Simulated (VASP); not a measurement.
Set up this calculation in VASP 6.6.1, as the native input.

```
Task                   : single point
Functional             : LDA
Potentials or basis    : VASP PAW LDA potentials, release 64 (Ir, C)
Cutoff                 : 520 eV
k mesh                 : 12 × 12 × 1
Occupations            : gaussian, width 0.1 eV
Spin                   : collinear spin
Starting moments       : [0.0, 0.0, 0.0, 2.0] μB
Dipole correction      : yes
Further INCAR settings : ALGO = Normal; EDIFF = 1e-06; NBANDS = 28
```

The structure of Ir3C lies in POSCAR:

```
Ir3C
1.0
    2.6946510889      0.0000000000      0.0000000000
   -1.3473255444      2.3336362973      0.0000000000
    0.0000000000      0.0000000000     21.2769546740
Ir C
3 1
Direct
    0.6666666667      0.3333333333      0.1879968286
    0.3333333333      0.6666666667      0.2885049938
    0.0000000000      0.0000000000      0.3890103072
    0.3333333333     -0.3333333333      0.4787787928
```

The input as run:

INCAR

```
  PREC = Accurate
  ENCUT = 520
  EDIFF = 1E-6
  ISMEAR = 0
  SIGMA = 0.1
  LREAL = False
  LASPH = True
  NELM = 150
  ALGO = Normal
  ISIF = 2
  LWAVE = False
  LCHARG = False
  ISPIN = 2
  MAGMOM = 0 0 0 2
  LORBIT = 11
  LMAXMIX = 4
  LDIPOL = True
  IDIPOL = 3
  DIPOL = 0.5 0.5 0.336
  NBANDS = 28
```

KPOINTS

```
regular mesh
0
Gamma
  12 12 1
```

Potentials or basis: VASP PAW LDA potentials, release 64 (Ir, C).

Run with:

```sh
$ cat potpaw_LDA.64/Ir/POTCAR potpaw_LDA.64/C/POTCAR > POTCAR
$ mpirun -np 1 vasp_std > vasp.out
```

Results of the run:

- Largest force: 4.429 eV/Å
- Net moment: 0.00 μB per cell
- Valence electrons inside the program's atomic spheres: Ir 8.28, 8.56, 8.41; C 1.98

It took 6.4 min on 1 thread of Intel Xeon 8259CL, with other jobs on the host, peak memory 0.29 GiB.
